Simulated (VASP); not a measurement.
Wanted: the native input for a VASP 6.6.1 run.

```
Task                   : single point
Functional             : PBE
Potentials or basis    : VASP PAW PBE potentials, release 64 (La, Zr_sv, O)
Cutoff                 : 520 eV
k mesh                 : 6 × 6 × 8
Occupations            : gaussian, width 0.1 eV
Spin                   : no spin polarisation
Dipole correction      : no
Further INCAR settings : ALGO = Normal; EDIFF = 1e-06; NBANDS = 40
```

The structure of La4ZrO lies in POSCAR:

```
La4ZrO
1.0
    6.3919969020      0.0000000000      0.0000000000
   -3.1959984510      5.5356316981      0.0000000000
    0.0000000000      0.0000000000      5.4301303106
La Zr O
4 1 1
Direct
    0.6666666667      0.3333333333      0.0000000000
    0.0096323730      0.5048161865      0.5000000000
    0.4951838135      0.5048161865      0.5000000000
    0.4951838135      0.9903676270      0.5000000000
    0.3333333333      0.6666666667      0.0000000000
    0.0000000000      0.0000000000      0.0000000000
```

The cell was generated, and may not be a known phase.

One way to write it, as run:

INCAR

```
SYSTEM = La4ZrO
  PREC = Accurate
  ENCUT = 520
  EDIFF = 1E-6
  ISMEAR = 0
  SIGMA = 0.1
  LREAL = .FALSE.
  LASPH = .TRUE.
  NELM = 100
  ALGO = Normal
  ISIF = 2
  LWAVE = .FALSE.
  LCHARG = .FALSE.
  GGA = PE
  NBANDS = 40
```

KPOINTS

```
Automatic mesh
0
G
  6 6 8
  0 0 0
```

Potentials or basis: VASP PAW PBE potentials, release 64 (La, Zr_sv, O).

Run with:

```bash
$ cat potpaw_PBE.64/La/POTCAR potpaw_PBE.64/Zr_sv/POTCAR potpaw_PBE.64/O/POTCAR > POTCAR
$ mpirun -np 1 vasp_std > vasp.out
```

Results of the run:

```
Pressure               : 0.0 GPa
Band gap on the k mesh : zero (bands 31 and 32 overlap by 0.84 eV)
```

Caveat: spin-orbit coupling is left out, which moves the levels of the heavy elements.

Wall time 3.7 min on 1 thread of Intel(R) Xeon(R) 6975P-C (Granite Rapids), with other jobs on the host, peak memory 0.46 GiB.
